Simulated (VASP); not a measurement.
Set up this calculation in VASP 6.6.1, as the native input.

```
Task                   : single point
Functional             : PBE
Potentials or basis    : VASP PAW PBE potentials, release 64 (Li_sv, F)
Cutoff                 : 520 eV
k mesh                 : 10 × 10 × 10
Occupations            : fermi-dirac, width 0.02 eV
Spin                   : no spin polarisation
Dipole correction      : no
Further INCAR settings : ALGO = Normal; EDIFF = 1e-06; NBANDS = 12
```

The structure of LiF lies in POSCAR:

```
LiF
1.0
    0.0000000000      2.1330296529      2.1446105498
    2.1330296529      0.0000000000      2.1446105498
    2.1330296529      2.1330296529      0.0000000000
Li F
1 1
Direct
    0.0000000000      0.0000000000      0.0000000000
    0.2500000000      0.2500000000      0.2500000000
```

This cell differs from its parent crystal: biaxial xy strain -0.5%.

The input as run:

INCAR

```
PREC = Accurate ; ENCUT = 520
EDIFF = 1E-6 ; ISMEAR = -1
SIGMA = 0.02 ; LREAL = F
LASPH = T ; NELM = 100
ALGO = Normal ; ISIF = 2
LWAVE = F ; LCHARG = F
GGA = PE ; NBANDS = 12
```

KPOINTS

```
regular mesh
0
Gamma
  10 10 10
```

Potentials or basis: VASP PAW PBE potentials, release 64 (Li_sv, F).

The run is started by

```bash
$ cat potpaw_PBE.64/Li_sv/POTCAR potpaw_PBE.64/F/POTCAR > POTCAR
$ mpirun -np 1 vasp_std > vasp.out
```

Results of the run:

```yaml
Band_gap_on_the_k_mesh: 7.97 eV, direct
```

Caveat: the cell differs from its parent crystal (biaxial xy strain -0.5%).

It took 16 s on 1 thread of Intel(R) Xeon(R) Platinum 8259CL CPU @ 2.50GHz (Skylake/Cascade Lake), on a shared host, peak memory 0.14 GiB.
